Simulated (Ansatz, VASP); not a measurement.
One calculation of KCl, two programs

```
K Cl
1.0
     3.83920    0.00000    0.00000
     0.00000    3.87759    0.00000
     0.00000    0.00000    3.83920
K Cl
1 1
Direct
  0.00000 0.00000 0.00000
  0.50000 0.50000 0.50000
```

Change from the starting cell: strain +0.0100 x Voigt [0, 1, 0, 0, 0, 0], atoms carried along.

Alike in both runs: task single point; functional LDA; k mesh 6 × 6 × 6; occupations gaussian, width 0.05 eV; no spin polarisation.

|  | VASP | Ansatz |
| --- | --- | --- |
| version | VASP 6.6.1 | Ansatz 0.2.0 |
| potentials or method | VASP PAW LDA potentials, release 64 (K_sv, Cl), cutoff 520 eV | scalar-relativistic, plane waves, PAW |
| valence electrons in the cell | 16 | 16 |

```tsv
	VASP	Ansatz	Ansatz less VASP
gap on the k mesh at the Fermi level (eV)	4.31	4.31	-0.006
least direct gap on the mesh (eV)	4.52	4.51	-0.007
pressure (GPa)	-3.2	-3.3	-0.02
traceless stress, the component that is largest in VASP (GPa)	-0.27	-0.27	0.000
```

LDA's correlation is that of Perdew and Zunger in VASP and of Perdew and Wang (1992) in Ansatz.
